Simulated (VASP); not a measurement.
Wanted: the native input for a VASP 6.6.1 run.

```yaml
Task: single point
Functional: PBE
Potentials_or_basis: VASP PAW PBE potentials, release 64 (Al)
Cutoff: 500 eV
k_mesh: 12 × 12 × 12
Occupations: methfessel-paxton, width 0.15 eV
Spin: no spin polarisation
Dipole_correction: no
Further_INCAR_settings: ALGO = Normal; EDIFF = 1e-06; NBANDS = 8
```

The structure of Al lies in POSCAR:

```
Al
1.0
    0.0000000000      2.0248050000      2.0248050000
    2.0248050000      0.0000000000      2.0248050000
    2.0248050000      2.0248050000      0.0000000000
Al
1
Direct
    0.0000000000      0.0000000000      0.0000000000
```

One way to write it, as run:

INCAR

```
ALGO = Normal
EDIFF = 1E-6
ENCUT = 500
GGA = PE
GGA_COMPAT = F
ISIF = 2
ISMEAR = 1
LASPH = T
LCHARG = F
LREAL = F
LWAVE = F
NBANDS = 8
NELM = 120
PREC = Accurate
SIGMA = 0.15
```

KPOINTS

```
k-points
0
Gamma
  12 12 12
```

Potentials or basis: VASP PAW PBE potentials, release 64 (Al).

Launch:

```console
$ cat potpaw_PBE.64/Al/POTCAR > POTCAR
$ mpirun -np 1 vasp_std > vasp.out
```

It gave:

```yaml
Pressure: -0.3 GPa
```

Wall time 6.5 s on 1 thread of Intel(R) Xeon(R) Platinum 8488C (Sapphire Rapids), on a shared host, peak memory 0.13 GiB.
